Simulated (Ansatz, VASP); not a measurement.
**One calculation of Ca3CdF8, two programs**

Contents of INCAR:

```
SYSTEM = Ca3CdF8
PREC = Accurate
ENCUT = 520
EDIFF = 1E-6
ISMEAR = -1
SIGMA = 0.02
LREAL = .False.
LASPH = .True.
NELM = 100
ALGO = Normal
ISIF = 2
LWAVE = .False.
LCHARG = .False.
GGA = PE
NBANDS = 61
```

File KPOINTS:

```
Automatic mesh
0
Gamma
  4 4 6
  0 0 0
```

File POSCAR:

```
Ca3CdF8
1.0
    3.8394895840     -5.4268061171      0.0000000000
    3.8394895840      5.4268061171      0.0000000000
    0.0000000000      0.0000000000      3.8351427833
Ca F Cd
3 8 1
Direct
    0.0000000000      0.5000000000      0.0000000000
    0.5000000000      0.5000000000      0.5000000000
    0.5000000000      0.0000000000      0.0000000000
    0.3738459558      0.1242917425      0.5000000000
    0.1242917425      0.3738459558      0.5000000000
    0.8756615817      0.1243384183      0.0000000000
    0.6253653429      0.3746346571      0.0000000000
    0.3746346571      0.6253653429      0.0000000000
    0.1243384183      0.8756615817      0.0000000000
    0.8757082575      0.6261540442      0.5000000000
    0.6261540442      0.8757082575      0.5000000000
    0.0000000000      0.0000000000      0.5000000000
```

Input for Ansatz:

```yaml
crystal:
  lattice:
    - [3.839489584, -5.4268061171, 0.0]
    - [3.839489584, 5.4268061171, 0.0]
    - [0.0, 0.0, 3.8351427833]
  atoms:
    - { symbol: Ca, position: [0.0, 0.5, 0.0] }
    - { symbol: F, position: [0.3738459558, 0.1242917425, 0.5] }
    - { symbol: F, position: [0.1242917425, 0.3738459558, 0.5] }
    - { symbol: Ca, position: [0.5, 0.5, 0.5] }
    - { symbol: F, position: [0.8756615817, 0.1243384183, 0.0] }
    - { symbol: F, position: [0.6253653429, 0.3746346571, 0.0] }
    - { symbol: Cd, position: [0.0, 0.0, 0.5] }
    - { symbol: F, position: [0.3746346571, 0.6253653429, 0.0] }
    - { symbol: F, position: [0.1243384183, 0.8756615817, 0.0] }
    - { symbol: Ca, position: [0.5, 0.0, 0.0] }
    - { symbol: F, position: [0.8757082575, 0.6261540442, 0.5] }
    - { symbol: F, position: [0.6261540442, 0.8757082575, 0.5] }
kpoints:
  mp_grid: { grid: [4, 4, 6] }
  band_path:
    path:
      - [[0.0, 0.0, 0.0], [-0.5, 0.5, 0.0], [-0.3751406436638, 0.6248593563362, 0.0]]
      - [[0.3751406436638, 0.3751406436638, 0.0], [0.0, 0.0, 0.0], [0.0, 0.0, 0.5], [0.3751406436638, 0.3751406436638, 0.5]]
      - [[-0.3751406436638, 0.6248593563362, 0.5], [-0.5, 0.5, 0.5], [-0.5, 0.5, 0.0]]
      - [[0.0, 0.0, 0.0], [-3.915972829484e-17, 0.5, 0.0], [-3.915972829484e-17, 0.5, 0.5], [0.0, 0.0, 0.5], [-0.5, 0.5, 0.5]]
    npoints: 10
hamiltonian:
  xc: pbe
scf:
  occupations: { method: fermi_dirac, width: 0.02 }
  n_extra_bands: 7
output:
  forces: true
  stress: true
  eigenvalues: true
  write_density: true
  write_potential: true
  elf: true
  volumetric_format: npy
```

Alike in both runs: task single point; functional PBE; k mesh 4 × 4 × 6; occupations fermi-dirac, width 0.02 eV; no spin polarisation.

```csv
,VASP,Ansatz
version,VASP 6.6.1,Ansatz 0.2.0
potentials or method,"VASP PAW PBE potentials, release 64 (Ca_sv, F, Cd)","plane waves, PAW"
plane-wave cutoff (eV),520,420
valence electrons in the cell,98,106
```

```tsv
	VASP	Ansatz	Ansatz less VASP
gap on the k mesh at the Fermi level (eV)	5.30	5.33	+0.024
pressure (GPa)	4.3	3.9	-0.39
rms of the force components (eV/Å)	0.039	0.033	-0.0061
```

VASP's potentials hold 98 valence electrons a cell and Ansatz's 106, so a difference there can come from the potentials and not from the codes.
